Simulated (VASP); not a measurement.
The system is Ta.

```
Ta
1.0
    10.18150    0.00000    0.00000
     0.00000   10.18150    0.00000
     0.00000    0.00000    5.29500
Ta
30
Direct
  0.50000 0.00000 0.25480
  0.00000 0.50000 0.74520
  0.75963 0.06646 0.24930
  0.06646 0.24037 0.75070
  0.24037 0.93354 0.24930
  0.93354 0.75963 0.75070
  0.43251 0.73748 0.25210
  0.73748 0.56749 0.74790
  0.56749 0.26252 0.25210
  0.26252 0.43251 0.74790
  0.03408 0.12735 0.25190
  0.12735 0.96592 0.74810
  0.96592 0.87265 0.25190
  0.87265 0.03408 0.74810
  0.37007 0.46473 0.24880
  0.46473 0.62993 0.75120
  0.62993 0.53527 0.24880
  0.53527 0.37007 0.75120
  0.10620 0.39491 0.25130
  0.39491 0.89380 0.74870
  0.89380 0.60509 0.25130
  0.60509 0.10620 0.74870
  0.81809 0.31809 0.00000
  0.31809 0.18191 0.00000
  0.18191 0.68191 0.00000
  0.68191 0.81809 0.00000
  0.81809 0.31810 0.50000
  0.31810 0.18191 0.50000
  0.18191 0.68190 0.50000
  0.68190 0.81809 0.50000
```

| Quantity | Value |
| --- | --- |
| Program | VASP 6.6.1 |
| Task | relaxation of cell and atoms |
| Functional | PBE |
| Dispersion | D3(BJ) |
| Potentials or basis | VASP PAW PBE potentials, release 64 (Ta_pv) |
| Cutoff | 600 eV |
| k mesh | 4 × 4 × 8 |
| Occupations | methfessel-paxton, width 0.1 eV |
| Spin | no spin polarisation |

At the start: pressure -1.6 GPa; volume 18.30 Å³/atom.

**Question.** How do energy, volume and symmetry change on relaxing?

**Answer.** Over 14 steps the energy falls by 2.3 meV/atom and the volume is 18.15 Å³/atom (-0.8 %); space group P-42_1m (No. 113, to 0.1 Å) before, P4_2/mnm (No. 136, to 0.1 Å).

The path:
```csv
step,energy change (eV),largest force (eV/Å),pressure (GPa),volume (Å³)
1,0.0000,0.3296,-1.58,548.90
2,0.0570,0.1306,3.94,534.68
3,-0.0442,0.2123,0.55,543.18
4,-0.0656,0.0964,-0.06,544.69
5,-0.0656,0.0958,-0.03,544.61
6,-0.0690,0.0458,0.00,544.55
7,-0.0692,0.0460,0.00,544.53
8,-0.0698,0.0218,-0.01,544.55
9,-0.0698,0.0233,-0.01,544.55
10,-0.0701,0.0140,0.02,544.47
11,-0.0702,0.0137,0.05,544.40
12,-0.0702,0.0106,-0.10,544.80
13,-0.0702,0.0115,-0.04,544.63
14,-0.0704,0.0088,-0.02,544.57
```

Final structure:
```xyz
30
Lattice="10.1451 0.0000 0.0000 0.0000 10.1451 0.0000 0.0000 0.0000 5.2910" Properties=species:S:1:pos:R:3 pbc="T T T"
Ta    5.0726    0.0000    1.3237
Ta   10.1451    5.0726    3.9673
Ta    7.7211    0.6808    1.3219
Ta    0.6808    2.4241    3.9691
Ta    2.4241    9.4643    1.3219
Ta    9.4643    7.7211    3.9691
Ta    4.3913    7.4970    1.3262
Ta    7.4970    5.7538    3.9648
Ta    5.7538    2.6481    1.3262
Ta    2.6481    4.3913    3.9648
Ta    0.3531    1.3076    1.3238
Ta    1.3076    9.7920    3.9672
Ta    9.7920    8.8375    1.3238
Ta    8.8375    0.3531    3.9672
Ta    3.7652    4.7204    1.3189
Ta    4.7204    6.3800    3.9721
Ta    6.3800    5.4248    1.3189
Ta    5.4248    3.7652    3.9721
Ta    1.0645    4.0086    1.3214
Ta    4.0086    9.0807    3.9696
Ta    9.0807    6.1366    1.3214
Ta    6.1366    1.0645    3.9696
Ta    8.3031    3.2331    0.0039
Ta    3.2331    1.8420    5.2871
Ta    1.8420    6.9121    0.0039
Ta    6.9121    8.3031    5.2871
Ta    8.3057    3.2313    2.6411
Ta    3.2313    1.8395    2.6499
Ta    1.8395    6.9139    2.6411
Ta    6.9139    8.3057    2.6499
```
